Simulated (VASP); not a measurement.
# InSb (F-43m) in VASP: a series of runs

The runs below take InSb through single point, with r2SCAN.

All numbers are computed with VASP 6.6.1; they aren't measurements. Logs are shortened: lines on timing, memory, paths and dates and some standing lists are left out, and cuts for length are marked.

## (1) The cell of the first run

It takes space group F-43m (No. 216, cubic). Conventional cell: a = 6.690 Å, b = 6.690 Å, c = 6.690 Å, α = 90.00°, β = 90.00°, γ = 90.00°. In (site symmetry -43m) has 4 Sb at 2.90 Å within 3.8 Å. Within 3.8 Å of Sb (site symmetry -43m) lie 4 In at 2.90 Å.

## (2) Single point, r2SCAN (strain +2.0%)

Contents of POSCAR:

```
InSb
1.0
    0.0000000000      3.3451032779      3.3451032779
    3.3451032779      0.0000000000      3.3451032779
    3.3451032779      3.3451032779      0.0000000000
In Sb
1 1
Direct
    0.0000000000      0.0000000000      0.0000000000
    0.2500000000      0.2500000000      0.2500000000
```

Contents of INCAR.step1:

```
SYSTEM = InSb
PREC = Accurate
ENCUT = 520
ISMEAR = -1
SIGMA = 0.02
LREAL = .False.
LASPH = .True.
NELM = 80
NBANDS = 16
GGA = PE
ALGO = Normal
EDIFF = 1E-4
LWAVE = .True.
LCHARG = .False.
```

Contents of INCAR.step2:

```
SYSTEM = InSb
PREC = Accurate
ENCUT = 520
EDIFF = 1E-6
ISMEAR = -1
SIGMA = 0.02
LREAL = .False.
LASPH = .True.
NELM = 80
ALGO = Normal
ISIF = 2
LWAVE = .False.
LCHARG = .False.
METAGGA = R2SCAN
LMIXTAU = .True.
NBANDS = 16
ISTART = 1
```

Contents of KPOINTS:

```
Automatic mesh
0
Gamma
  6 6 6
  0 0 0
```

Potentials or basis: VASP PAW PBE potentials, release 64 (In_d, Sb).

Started as:

```console
> cat potpaw_PBE.64/In_d/POTCAR potpaw_PBE.64/Sb/POTCAR > POTCAR
> cp INCAR.step1 INCAR
> mpirun -np 1 vasp_std > vasp.out
> cp INCAR.step2 INCAR
> mpirun -np 1 vasp_std > vasp.out
```

OUTCAR:

```text
SYSTEM = InSb
   PREC = Accurate
   ENCUT = 520
   EDIFF = 1E-6
   ISMEAR = -1
   LREAL = .False.
   LASPH = .True.
   NELM = 80
   ISIF = 2
   METAGGA = R2SCAN
   ISTART = 1

 ion  position               nearest neighbor table
   1  0.000  0.000  0.000-   2 2.90   2 2.90   2 2.90   2 2.90
   2  0.250  0.250  0.250-   1 2.90   1 2.90   1 2.90   1 2.90

  LATTYP: Found a face centered cubic cell.
 ALAT       =     6.6902065558

  Lattice vectors:

 A1 = (   0.0000000000,   3.3451032779,   3.3451032779)
 A2 = (   3.3451032779,   0.0000000000,   3.3451032779)
 A3 = (   3.3451032779,   3.3451032779,   0.0000000000)

Analysis of symmetry for initial positions (statically):
=====================================================================
 Subroutine PRICEL returns:
 Original cell was already a primitive cell.

 Routine SETGRP: Setting up the symmetry group for a
 face centered cubic supercell.

 Subroutine GETGRP returns: Found 24 space group operations
 (whereof 24 operations were pure point group operations)
 out of a pool of 48 trial point group operations.

The static configuration has the point symmetry T_d .

Analysis of symmetry for dynamics (positions and initial velocities):
=====================================================================
 Subroutine PRICEL returns:
 Original cell was already a primitive cell.

 Routine SETGRP: Setting up the symmetry group for a
 face centered cubic supercell.

 Subroutine GETGRP returns: Found 24 space group operations
 (whereof 24 operations were pure point group operations)
 out of a pool of 48 trial point group operations.

The dynamic configuration has the point symmetry T_d .

 Subroutine INISYM returns: Found 24 space group operations
 (whereof 24 operations are pure point group operations),
 and found     1 'primitive' translations

----------------------------------------------------------------------------------------

                                     Primitive cell

  volume of cell :      74.8615

  direct lattice vectors                    reciprocal lattice vectors
     0.000000000  3.345103278  3.345103278    -0.149472216  0.149472216  0.149472216
     3.345103278  0.000000000  3.345103278     0.149472216 -0.149472216  0.149472216
     3.345103278  3.345103278  0.000000000     0.149472216  0.149472216 -0.149472216

  length of vectors
     4.730690423  4.730690423  4.730690423     0.258893473  0.258893473  0.258893473

  position of ions in fractional coordinates (direct lattice)
     0.000000000  0.000000000  0.000000000
     0.250000000  0.250000000  0.250000000

  ion indices of the primitive-cell ions
   primitive index   ion index
                 1           1
                 2           2

----------------------------------------------------------------------------------------

 KPOINTS: Automatic mesh

Automatic generation of k-mesh.
 Grid dimensions read from file:
 generate k-points for:    6    6    6

 Generating k-lattice:

  Cartesian coordinates                     Fractional coordinates (reciprocal lattice)
    -0.024912036  0.024912036  0.024912036     0.166666667  0.000000000  0.000000000
     0.024912036 -0.024912036  0.024912036     0.000000000  0.166666667  0.000000000
     0.024912036  0.024912036 -0.024912036     0.000000000  0.000000000  0.166666667

  Length of vectors
     0.043148912  0.043148912  0.043148912

  Shift w.r.t. Gamma in fractional coordinates (k-lattice)
     0.000000000  0.000000000  0.000000000

 Subroutine IBZKPT returns following result:
 ===========================================

 Found     16 irreducible k-points:

 Following reciprocal coordinates:
            Coordinates               Weight
  0.000000  0.000000  0.000000      1.000000
  0.166667  0.000000  0.000000      8.000000
  0.333333  0.000000  0.000000      8.000000
  0.500000  0.000000  0.000000      4.000000
  0.166667  0.166667  0.000000      6.000000
  0.333333  0.166667  0.000000     24.000000
[... 8 lines left out ...]
 -0.333333  0.333333  0.166667     24.000000
 -0.333333  0.500000  0.166667     12.000000
   k-points           NKPTS =     16   k-points in BZ     NKDIM =     16   number of bands    NBANDS=     16
   number of dos      NEDOS =    301   number of ions     NIONS =      2
   total plane-waves  NPLWV =  46656
   dimension x,y,z NGX =    36 NGY =   36 NGZ =   36
   dimension x,y,z NGXF=    72 NGYF=   72 NGZF=   72
   ions per type =               1   1
   NGX,Y,Z   is equivalent  to a cutoff of  12.65, 12.65, 12.65 a.u.
   NGXF,Y,Z  is equivalent  to a cutoff of  25.30, 25.30, 25.30 a.u.
 SYSTEM =  InSb
   PREC   = accura    normal or accurate (medium, high low for compatibility)
   ISTART =      1    job   : 0-new  1-cont  2-samecut
   ICHARG =      0    charge: 1-file 2-atom 10-const
   ISPIN  =      1    spin polarized calculation?
   LNONCOLLINEAR =      F non collinear calculations
   LSORBIT =      F    spin-orbit coupling
   LASPH  =      T    aspherical Exc in radial PAW
   ENCUT  =  520.0 eV  38.22 Ry    6.18 a.u.   8.80  8.80  8.80*2*pi/ulx,y,z
   NELM   =     80;   NELMIN=  2; NELMDL=  0     # of ELM steps
   EDIFF  = 0.1E-05   stopping-criterion for ELM
   LREAL  =      F    real-space projection
   EDIFFG = 0.1E-04   stopping-criterion for IOM
   NSW    =      0    number of steps for IOM
   IBRION =     -1    ionic relax: 0-MD 1-quasi-New 2-CG
   NFREE  =      0    steps in history (QN), initial steepest desc. (CG)
   ISIF   =      2    stress and relaxation
   ISYM   =      2    0-nonsym 1-usesym 2-fastsym
   POTIM  = 0.5000    time-step for ionic-motion
   TEBEG  =    0.0;   TEEND  =   0.0 temperature during run
   PSTRESS=    0.0 pullay stress
   NELECT =      18.0000    total number of electrons
   NUPDOWN=      -1.0000    fix difference up-down
   EMIN   =  10.00;   EMAX   =-10.00  energy-range for DOS
   EFERMI =   0.00;   METHOD = LEGACY
   ISMEAR =    -1;   SIGMA  =   0.02  broadening in eV -4-tet -1-fermi 0-gaus
   EFERMI_NEDOS =   21; number of points for ismear=-14 and -15
   IALGO  =     38    algorithm
   IMIX   =      4    mixing-type and parameters
     AMIX     =   0.40;   BMIX     =  1.00
     AMIX_MAG =   1.60;   BMIX_MAG =  1.00
  volume/ion in A,a.u.               =      37.43       252.60
  Fermi-wavevector in a.u.,A,eV,Ry     =   1.017996  1.923734 14.099937  1.036316
  Thomas-Fermi vector in A             =   2.151429
   LORBIT       =      0    0 simple, 1 ext, 2 COOP (PROOUT), +10 PAW based schemes
   METAGGA = R2SCAN    functional components
   LHFCALC =     F    Hartree Fock is set to
   AEXX    =    0.0000 exact exchange contribution
   IVDW    =     0    specifies the selected vdW correction
   LEPSILON=     F    determine dielectric tensor
   LRPA    =     F    only Hartree local field effects (RPA)
 non-spin polarized calculation
  energy-cutoff  :      520.00
  volume of cell :       74.86
 maximum number of plane-waves:      2044
   NGX = 17   NGY = 17   NGZ = 17

 number of electron      18.0000006 magnetization

 Free energy of the ion-electron system (eV)
  ---------------------------------------------------
  ext. energy  EPLUGINS =         0.00000000
  ---------------------------------------------------
  free energy    TOTEN  =       -48.71781915 eV

  energy without entropy =      -48.71746552  energy(sigma->0) =      -48.71764234

 E-fermi :   3.9676     XC(G=0):  -8.8144

 val. band max:        3.9537451296   @ k =   0.0000   0.0000   0.0000
 cond. band min:       4.6022494879   @ k =   0.5000   0.0000   0.0000
 fundamental gap:      0.6485043583
 Fermi energy:         3.9676075201

 k-point     1 :       0.0000    0.0000    0.0000
  band No.  band energies     occupation
      1     -10.9731      2.00000
      2     -10.9731      2.00000
      3     -10.9731      2.00000
      4     -10.8979      2.00000
      5     -10.8979      2.00000
      6      -6.5736      2.00000
[... 8 lines left out ...]
     15      12.4667      0.00000
     16      12.4667      0.00000

 k-point     2 :       0.1667    0.0000    0.0000
  band No.  band energies     occupation
      1     -10.9817      2.00000
      2     -10.9690      2.00000
      3     -10.9690      2.00000
      4     -10.8981      2.00000
      5     -10.8981      2.00000
      6      -6.3460      2.00000
[... 8 lines left out ...]
     15      11.6155      0.00000
     16      11.6155      0.00000

 k-point     3 :       0.3333    0.0000    0.0000
  band No.  band energies     occupation
      1     -10.9986      2.00000
      2     -10.9615      2.00000
      3     -10.9615      2.00000
      4     -10.8975      2.00000
      5     -10.8975      2.00000
      6      -5.7679      2.00000
[... 8 lines left out ...]
     15      11.9959      0.00000
     16      11.9959      0.00000

 k-point     4 :       0.5000    0.0000    0.0000
  band No.  band energies     occupation
      1     -11.0069      2.00000
      2     -10.9582      2.00000
      3     -10.9582      2.00000
      4     -10.8967      2.00000
      5     -10.8967      2.00000
      6      -5.3616      2.00000
[... 8 lines left out ...]
     15      13.4172      0.00000
     16      13.4172      0.00000
[... 172 lines left out ...]
 k-point    14 :       0.5000    0.3333    0.1667
  band No.  band energies     occupation
      1     -11.0148      2.00000
      2     -10.9534      2.00000
      3     -10.9491      2.00000
      4     -10.9037      2.00000
      5     -10.8946      2.00000
      6      -5.3002      2.00000
[... 8 lines left out ...]
     15      12.9499      0.00000
     16      14.3572      0.00000

 k-point    15 :      -0.3333    0.3333    0.1667
  band No.  band energies     occupation
      1     -11.0188      2.00000
      2     -10.9525      2.00000
      3     -10.9454      2.00000
      4     -10.9027      2.00000
      5     -10.8959      2.00000
      6      -4.9699      2.00000
[... 8 lines left out ...]
     15      13.7934      0.00000
     16      14.1471      0.00000

 k-point    16 :      -0.3333    0.5000    0.1667
  band No.  band energies     occupation
      1     -11.0257      2.00000
      2     -10.9478      2.00000
      3     -10.9407      2.00000
      4     -10.9067      2.00000
      5     -10.8937      2.00000
      6      -4.8089      2.00000
[... 8 lines left out ...]
     15      13.7747      0.00000
     16      14.6115      0.00000

------------------------ aborting loop because EDIFF is reached ----------------------------------------

  FORCE on cell =-STRESS in cart. coord.  units (eV):
  Direction    XX          YY          ZZ          XY          YZ          ZX
  --------------------------------------------------------------------------------------
  -------------------------------------------------------------------------------------
  Total       -1.0399363     -1.0399363     -1.0399363     -0.0000000     -0.0000000      0.0000000
  in kB      -22.2565947    -22.2565947    -22.2565947     -0.0000000     -0.0000000      0.0000000
  external PRESSURE =     -22.2565947 kB  Pullay stress =       0.0000000 kB

 VOLUME and BASIS-vectors are now :
 -----------------------------------------------------------------------------
  energy-cutoff  :      520.00
  volume of cell :       74.86
      direct lattice vectors                 reciprocal lattice vectors
     0.000000000  3.345103278  3.345103278    -0.149472216  0.149472216  0.149472216
     3.345103278  0.000000000  3.345103278     0.149472216 -0.149472216  0.149472216
     3.345103278  3.345103278  0.000000000     0.149472216  0.149472216 -0.149472216

 POSITION                                       TOTAL-FORCE (eV/Angst)
 -----------------------------------------------------------------------------------
      0.00000      0.00000      0.00000        -0.000000     -0.000000     -0.000000
      1.67255      1.67255      1.67255         0.000000      0.000000      0.000000
 -----------------------------------------------------------------------------------
    total drift:                               -0.000002     -0.000002     -0.000002

  FREE ENERGIE OF THE ION-ELECTRON SYSTEM (eV)
  ---------------------------------------------------
  free  energy   TOTEN  =       -48.7178191528 eV

  energy  without entropy=      -48.7174655237  energy(sigma->0) =      -48.71764234
```

Wall time 2.6 min (1 thread of AMD EPYC 7R13, shared host); peak memory 0.23 GiB.

What came out:

* Free energy: -48.7178 eV
* Pressure: -2.2 GPa
* Band gap on the k mesh: zero (filled and empty bands touch)

Caveat: the cell differs from its parent crystal (strain +2.0%); semilocal functionals underestimate gaps, and a narrow one can read as zero; the PAW data sets were made with another functional, which shifts forces and pressure a little; spin-orbit coupling is left out, which moves the levels of the heavy elements.

## (3) Single point, r2SCAN (strain +3.0%)

Contents of POSCAR:

```
InSb
1.0
    0.0000000000      3.3778984081      3.3778984081
    3.3778984081      0.0000000000      3.3778984081
    3.3778984081      3.3778984081      0.0000000000
In Sb
1 1
Direct
    0.0000000000      0.0000000000      0.0000000000
    0.2500000000      0.2500000000      0.2500000000
```

Contents of INCAR.step1:

```
SYSTEM = InSb
  PREC = Accurate
  ENCUT = 520
  ISMEAR = -1
  SIGMA = 0.02
  LREAL = .False.
  LASPH = .True.
  NELM = 100
  NBANDS = 16
  GGA = PE
  ALGO = Normal
  EDIFF = 1E-4
  LWAVE = .True.
  LCHARG = .False.
```

Contents of INCAR.step2:

```
SYSTEM = InSb
  PREC = Accurate
  ENCUT = 520
  EDIFF = 1E-6
  ISMEAR = -1
  SIGMA = 0.02
  LREAL = .False.
  LASPH = .True.
  NELM = 100
  ALGO = Normal
  ISIF = 2
  LWAVE = .False.
  LCHARG = .True.
  METAGGA = R2SCAN
  LMIXTAU = .True.
  LELF = .True.
  LVHAR = .True.
  NBANDS = 16
  ISTART = 1
```

KPOINTS is that of step 2.

Potentials or basis: VASP PAW PBE potentials, release 64 (In_d, Sb).

Started as:

```console
> cat potpaw_PBE.64/In_d/POTCAR potpaw_PBE.64/Sb/POTCAR > POTCAR
> cp INCAR.step1 INCAR
> mpirun -np 1 vasp_std > vasp.out
> cp INCAR.step2 INCAR
> mpirun -np 1 vasp_std > vasp.out
```

Wall time 2.4 min (1 thread of AMD EPYC 7R13, shared host); peak memory 0.23 GiB.

It converged, with:

```
Free energy            : -48.6811 eV
Pressure               : -3.1 GPa
Band gap on the k mesh : zero (filled and empty bands touch)
```

Levels at points of the mesh, in eV from the Fermi level:
| k point | band 6 | band 7 | band 8 | band 9 | band 10 | band 11 | band 12 | band 13 |
| --- | --- | --- | --- | --- | --- | --- | --- | --- |
| (0.00, 0.00, 0.00) | -10.38 | -0.52 | -0.01 | -0.01 | -0.01 | 3.20 | 3.20 | 3.20 |
| (0.50, 0.00, 0.00) | -9.23 | -5.23 | -0.88 | -0.88 | 0.58 | 4.05 | 4.05 | 6.43 |
| (0.50, 0.50, 0.00) | -8.73 | -5.57 | -1.97 | -1.97 | 1.56 | 1.74 | 7.95 | 7.95 |

Caveat: the cell differs from its parent crystal (strain +3.0%); the cell stands under tension; semilocal functionals underestimate gaps, and a narrow one can read as zero; the PAW data sets were made with another functional, which shifts forces and pressure a little; spin-orbit coupling is left out, which moves the levels of the heavy elements.

(Continued in part 2 of 3.)

The gap in the log of VASP goes by the Fermi energy; the results here count the filled bands.